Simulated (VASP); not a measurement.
Runs of VASP 6.6.1 on CdHgS2. The structure is that of space group P-4m2 (No. 115), or close to it. The cells are those of the table. 

```tsv
task	level	cell	k mesh	cutoff (eV)	smearing	gap on the mesh (eV)	pressure (GPa)	largest force (eV/Å)
single point	r2SCAN	a = 4.219, b = 4.219, c = 5.940 Å, 4 atoms	8 × 8 × 6	520	gaussian 0.01 eV	0.56	-1.3	0.01
relaxation of cell and atoms	PBE	relaxed from a = 4.111, b = 4.111, c = 5.814 Å, 4 atoms	4 × 4 × 4	600	gaussian 0.1 eV	(a)	-0.1	0.01
single point	PBE	a = 4.111, b = 4.111, c = 5.814 Å, 4 atoms	4 × 4 × 4	520	gaussian 0.1 eV	0.33	5.0	0.23
single point	PBE	a = 4.219, b = 4.219, c = 5.940 Å, 4 atoms	8 × 8 × 6	520	gaussian 0.01 eV	(c)	(b)	0.01
```

Alike in all rows: potentials or basis VASP PAW PBE potentials, release 64 (Cd, Hg, S); no spin polarisation.

**Question.** Fill in the values left out.

**Answer.** (a) 0.21; (b) 0.3; (c) 0.22.

Caveats: spin-orbit coupling is left out, which moves the levels of the heavy elements; the PAW data sets were made with another functional, which shifts forces and pressure a little (some runs).

A k mesh can miss the band edges, and the runs leave out spin-orbit coupling on Cd, Hg.
